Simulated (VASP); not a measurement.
# MgSe (Fm-3m) in VASP: single point with PBE

Aim: the single point of MgSe with PBE.

Program: VASP 6.6.1. These are calculated values, not measurements. Logs are shortened: lines on timing, memory, paths and dates and some standing lists are left out, and cuts for length are marked.

## (1) The cell of the first run

It takes space group Fm-3m (No. 225, cubic). The conventional cell has a = 5.509 Å, b = 5.509 Å, c = 5.509 Å, α = 90.00°, β = 90.00°, γ = 90.00°. Mg (site symmetry m-3m) has 6 Se at 2.75 Å within 3.6 Å. Within 3.6 Å of Se (site symmetry m-3m) lie 6 Mg at 2.75 Å.

## (2) Single point, PBE

Contents of INCAR:

```
SYSTEM = MgSe
PREC = Accurate ; ENCUT = 600
EDIFF = 1E-6 ; ISMEAR = 0
SIGMA = 0.02 ; LREAL = .False.
LASPH = .True. ; NELM = 120
ALGO = Normal ; ISIF = 2
LWAVE = .False. ; LCHARG = .True.
GGA = PE ; LELF = .True.
LVHAR = .True. ; NBANDS = 11
GGA_COMPAT = .False.
```

Contents of KPOINTS:

```
regular mesh
0
Gamma
  8 8 8
  0 0 0
```

Contents of POSCAR:

```
MgSe
1.0
    0.0000000000      2.7544736810      2.7544736810
    2.7544736810      0.0000000000      2.7544736810
    2.7544736810      2.7544736810      0.0000000000
Mg Se
1 1
Direct
    0.0000000000      0.0000000000      0.0000000000
    0.5000000000      0.5000000000      0.5000000000
```

Potentials or basis: VASP PAW PBE potentials, release 64 (Mg, Se).

Launch:

```sh
> cat potpaw_PBE.64/Mg/POTCAR potpaw_PBE.64/Se/POTCAR > POTCAR
> mpirun -np 1 vasp_std > vasp.out
```

OUTCAR:

```text
SYSTEM = MgSe
   PREC = Accurate
   ENCUT = 600
   EDIFF = 1E-6
   ISMEAR = 0
   LREAL = .False.
   LASPH = .True.
   NELM = 120
   ISIF = 2
   GGA = PE

 ion  position               nearest neighbor table
   1  0.000  0.000  0.000-   2 2.75   2 2.75   2 2.75   2 2.75   2 2.75   2 2.75
   2  0.500  0.500  0.500-   1 2.75   1 2.75   1 2.75   1 2.75   1 2.75   1 2.75

  LATTYP: Found a face centered cubic cell.
 ALAT       =     5.5089473620

  Lattice vectors:

 A1 = (   0.0000000000,   2.7544736810,   2.7544736810)
 A2 = (   2.7544736810,   0.0000000000,   2.7544736810)
 A3 = (   2.7544736810,   2.7544736810,   0.0000000000)

Analysis of symmetry for initial positions (statically):
=====================================================================
 Subroutine PRICEL returns:
 Original cell was already a primitive cell.

 Routine SETGRP: Setting up the symmetry group for a
 face centered cubic supercell.

 Subroutine GETGRP returns: Found 48 space group operations
 (whereof 48 operations were pure point group operations)
 out of a pool of 48 trial point group operations.

The static configuration has the point symmetry O_h .

Analysis of symmetry for dynamics (positions and initial velocities):
=====================================================================
 Subroutine PRICEL returns:
 Original cell was already a primitive cell.

 Routine SETGRP: Setting up the symmetry group for a
 face centered cubic supercell.

 Subroutine GETGRP returns: Found 48 space group operations
 (whereof 48 operations were pure point group operations)
 out of a pool of 48 trial point group operations.

The dynamic configuration has the point symmetry O_h .

 Subroutine INISYM returns: Found 48 space group operations
 (whereof 48 operations are pure point group operations),
 and found     1 'primitive' translations

----------------------------------------------------------------------------------------

                                     Primitive cell

  volume of cell :      41.7971

  direct lattice vectors                    reciprocal lattice vectors
     0.000000000  2.754473681  2.754473681    -0.181522882  0.181522882  0.181522882
     2.754473681  0.000000000  2.754473681     0.181522882 -0.181522882  0.181522882
     2.754473681  2.754473681  0.000000000     0.181522882  0.181522882 -0.181522882

  length of vectors
     3.895414037  3.895414037  3.895414037     0.314406854  0.314406854  0.314406854

  position of ions in fractional coordinates (direct lattice)
     0.000000000  0.000000000  0.000000000
[... 81 lines left out ...]
   NSW    =      0    number of steps for IOM
   IBRION =     -1    ionic relax: 0-MD 1-quasi-New 2-CG
   NFREE  =      0    steps in history (QN), initial steepest desc. (CG)
   ISIF   =      2    stress and relaxation
   ISYM   =      2    0-nonsym 1-usesym 2-fastsym
   POTIM  = 0.5000    time-step for ionic-motion
   TEBEG  =    0.0;   TEEND  =   0.0 temperature during run
   PSTRESS=    0.0 pullay stress
   NELECT =       8.0000    total number of electrons
   NUPDOWN=      -1.0000    fix difference up-down
   EMIN   =  10.00;   EMAX   =-10.00  energy-range for DOS
   EFERMI =   0.00;   METHOD = LEGACY
   ISMEAR =     0;   SIGMA  =   0.02  broadening in eV -4-tet -1-fermi 0-gaus
   EFERMI_NEDOS =   21; number of points for ismear=-14 and -15
   IALGO  =     38    algorithm
   IMIX   =      4    mixing-type and parameters
     AMIX     =   0.40;   BMIX     =  1.00
     AMIX_MAG =   1.60;   BMIX_MAG =  1.00
  volume/ion in A,a.u.               =      20.90       141.03
  Fermi-wavevector in a.u.,A,eV,Ry     =   0.943459  1.782878 12.110739  0.890114
  Thomas-Fermi vector in A             =   2.071168
   LORBIT       =      0    0 simple, 1 ext, 2 COOP (PROOUT), +10 PAW based schemes
   GGA     = PE    functional components
   LHFCALC =     F    Hartree Fock is set to
   AEXX    =    0.0000 exact exchange contribution
   IVDW    =     0    specifies the selected vdW correction
   LEPSILON=     F    determine dielectric tensor
   LRPA    =     F    only Hartree local field effects (RPA)
 non-spin polarized calculation
 Gauss-broadening in eV      SIGMA  =   0.02
  energy-cutoff  :      600.00
  volume of cell :       41.80
 maximum number of plane-waves:      1411
   NGX = 15   NGY = 15   NGZ = 15

 number of electron       8.0000001 magnetization

 Free energy of the ion-electron system (eV)
  ---------------------------------------------------
  ext. energy  EPLUGINS =         0.00000000
  ---------------------------------------------------
  free energy    TOTEN  =        -7.49046027 eV

  energy without entropy =       -7.49046027  energy(sigma->0) =       -7.49046027

 E-fermi :   3.0468     XC(G=0):  -9.3619

 val. band max:        2.9643282496   @ k =   0.0000   0.0000   0.0000
 cond. band min:       4.7124897364   @ k =   0.5000   0.5000   0.0000
 fundamental gap:      1.7481614868
 Fermi energy:         3.0468448535

 k-point     1 :       0.0000    0.0000    0.0000
  band No.  band energies     occupation
      1      -9.8076      2.00000
      2       2.9643      2.00000
      3       2.9643      2.00000
      4       2.9643      2.00000
      5       5.3523      0.00000
      6      10.3860      0.00000
      7      10.3860      0.00000
      8      10.3860      0.00000
      9      12.8762      0.00000
     10      12.8762      0.00000
     11      13.9037      0.00000
[... 309 lines left out ...]
 k-point    24 :      -0.3750    0.2500    0.1250
  band No.  band energies     occupation
      1      -8.6024      2.00000
      2      -1.3096      2.00000
      3       0.8347      2.00000
      4       1.8082      2.00000
      5       7.6276      0.00000
      6       8.3216      0.00000
      7      10.6139      0.00000
      8      11.8837      0.00000
      9      13.9096      0.00000
     10      14.4910      0.00000
     11      16.9088      0.00000

 [... further k-points ...]
[... 5 lines left out ...]
  --------------------------------------------------------------------------------------
  -------------------------------------------------------------------------------------
  Total       -0.0380931     -0.0380931     -0.0380931      0.0000000      0.0000000      0.0000000
  in kB       -1.4601955     -1.4601955     -1.4601955      0.0000000      0.0000000      0.0000000
  external PRESSURE =      -1.4601955 kB  Pullay stress =       0.0000000 kB

 VOLUME and BASIS-vectors are now :
 -----------------------------------------------------------------------------
  energy-cutoff  :      600.00
  volume of cell :       41.80
      direct lattice vectors                 reciprocal lattice vectors
     0.000000000  2.754473681  2.754473681    -0.181522882  0.181522882  0.181522882
     2.754473681  0.000000000  2.754473681     0.181522882 -0.181522882  0.181522882
     2.754473681  2.754473681  0.000000000     0.181522882  0.181522882 -0.181522882

 POSITION                                       TOTAL-FORCE (eV/Angst)
 -----------------------------------------------------------------------------------
      0.00000      0.00000      0.00000         0.000000      0.000000      0.000000
      2.75447      2.75447      2.75447        -0.000000     -0.000000      0.000000
 -----------------------------------------------------------------------------------
    total drift:                               -0.000000     -0.000000      0.000000

  FREE ENERGIE OF THE ION-ELECTRON SYSTEM (eV)
  ---------------------------------------------------
  free  energy   TOTEN  =        -7.4904602717 eV

  energy  without entropy=       -7.4904602717  energy(sigma->0) =       -7.49046027
```

OSZICAR:

```text
N       E                     dE             d eps       ncg     rms          rms(c)
DAV:   1     0.274206636980E+02    0.27421E+02   -0.37647E+03   646   0.667E+02
DAV:   2    -0.593494835198E+01   -0.33356E+02   -0.31224E+02   812   0.101E+02
DAV:   3    -0.779294873658E+01   -0.18580E+01   -0.18540E+01   788   0.259E+01
DAV:   4    -0.780314571140E+01   -0.10197E-01   -0.10197E-01   726   0.223E+00
DAV:   5    -0.780320397419E+01   -0.58263E-04   -0.58263E-04   790   0.169E-01    0.294E+00
DAV:   6    -0.753468007448E+01    0.26852E+00   -0.48121E-01   695   0.256E+00    0.184E+00
DAV:   7    -0.749116372218E+01    0.43516E-01   -0.21097E-01   725   0.183E+00    0.932E-01
DAV:   8    -0.749056228046E+01    0.60144E-03   -0.10436E-02   692   0.540E-01    0.254E-01
DAV:   9    -0.749045279170E+01    0.10949E-03   -0.32031E-04   698   0.937E-02    0.122E-01
DAV:  10    -0.749046331497E+01   -0.10523E-04   -0.15323E-04   701   0.525E-02    0.241E-02
DAV:  11    -0.749046005787E+01    0.32571E-05   -0.19928E-05   725   0.179E-02    0.620E-03
DAV:  12    -0.749046027174E+01   -0.21387E-06   -0.71324E-07   418   0.491E-03
   1 F= -.74904603E+01 E0= -.74904603E+01  d E =-.267627E-11
```

It took 27 s on 1 thread of Intel Xeon 8259CL, shared host; peak memory 0.18 GiB.

Results:

```
Free energy            : -7.4905 eV
Pressure               : -0.1 GPa
Band gap on the k mesh : 1.75 eV, indirect (least direct gap 2.39 eV)
```

Levels at points of the mesh, in eV from the valence-band top:
| k point | band 2 | band 3 | band 4 | band 5 | band 6 | band 7 |
| --- | --- | --- | --- | --- | --- | --- |
| (0.00, 0.00, 0.00) | 0.00 | 0.00 | 0.00 | 2.39 | 7.42 | 7.42 |
| (0.50, 0.00, 0.00) | -4.78 | -0.55 | -0.55 | 3.79 | 6.06 | 6.06 |
| (0.50, 0.50, 0.00) | -4.10 | -1.71 | -1.71 | 1.75 | 4.05 | 11.44 |

A k mesh can miss the band edges. As with any semilocal functional, this PBE gap is likely too small.
